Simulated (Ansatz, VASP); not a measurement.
One calculation of Cd5Se, two programs

File INCAR:

```
ALGO = Normal ; EDIFF = 1E-6
ENCUT = 520 ; GGA = PE
ISIF = 2 ; ISMEAR = 0
LASPH = T ; LCHARG = F
LREAL = F ; LWAVE = F
NBANDS = 42 ; NELM = 80
PREC = Accurate ; SIGMA = 0.1
```

The input KPOINTS:

```
k-points
0
Gamma
  4 4 4
```

Contents of POSCAR:

```
Cd5Se
1.0
    0.0000000000      4.1102790400      4.1102790400
    4.1102790400      0.0000000000      4.1102790400
    4.1102790400      4.1102790400      0.0000000000
Cd Se
5 1
Direct
    0.2500000000      0.2500000000      0.2500000000
    0.1283094900      0.6238968400      0.6238968400
    0.6238968400      0.6238968400      0.6238968400
    0.6238968400      0.6238968400      0.1283094900
    0.6238968400      0.1283094900      0.6238968400
    0.0000000000      0.0000000000      0.0000000000
```

Input for Ansatz:

```yaml
crystal:
  lattice:
    - [0.0, 4.11027904, 4.11027904]
    - [4.11027904, 0.0, 4.11027904]
    - [4.11027904, 4.11027904, 0.0]
  atoms:
    - { symbol: Cd, position: [0.25, 0.25, 0.25] }
    - { symbol: Cd, position: [0.12830949, 0.62389684, 0.62389684] }
    - { symbol: Cd, position: [0.62389684, 0.62389684, 0.62389684] }
    - { symbol: Cd, position: [0.62389684, 0.62389684, 0.12830949] }
    - { symbol: Cd, position: [0.62389684, 0.12830949, 0.62389684] }
    - { symbol: Se, position: [0.0, 0.0, 0.0] }
basis:
  ecutwfc: 420
kpoints:
  mp_grid: { grid: [4, 4, 4] }
hamiltonian:
  xc: pbe
scf:
  occupations: { method: gaussian, width: 0.1 }
  lower_state_search: "off"
output:
  forces: true
  stress: true
  eigenvalues: true
```

Change from the starting cell: species swapped into the DyCu5 type (F-43m, No. 216).

Alike in both runs: task single point; functional PBE; k mesh 4 × 4 × 4; occupations gaussian, width 0.1 eV; no spin polarisation.

```csv
,VASP,Ansatz
version,VASP 6.6.1,Ansatz 0.2.0
potentials or method,"VASP PAW PBE potentials, release 64 (Cd, Se), cutoff 520 eV","scalar-relativistic, plane waves, PAW"
valence electrons in the cell,66,116
```

VASP gave:

* gap on the k mesh at the Fermi level (eV): none
* pressure (GPa): 2.2
* rms of the force components (eV/Å): 0.104

Q: Estimate Ansatz's values.

A: gap on the k mesh at the Fermi level (eV): none; pressure (GPa): 1.9; rms of the force components (eV/Å): 0.100.

Atom by atom the forces differ by 0.004 eV/Å (rms over components). A gap of «none» marks a metal or a gap that the smearing closes. The functional is the same, so the differences come from potentials, cutoffs and numerics. VASP's potentials hold 66 valence electrons a cell and Ansatz's 116, so a difference there can come from the potentials and not from the codes.
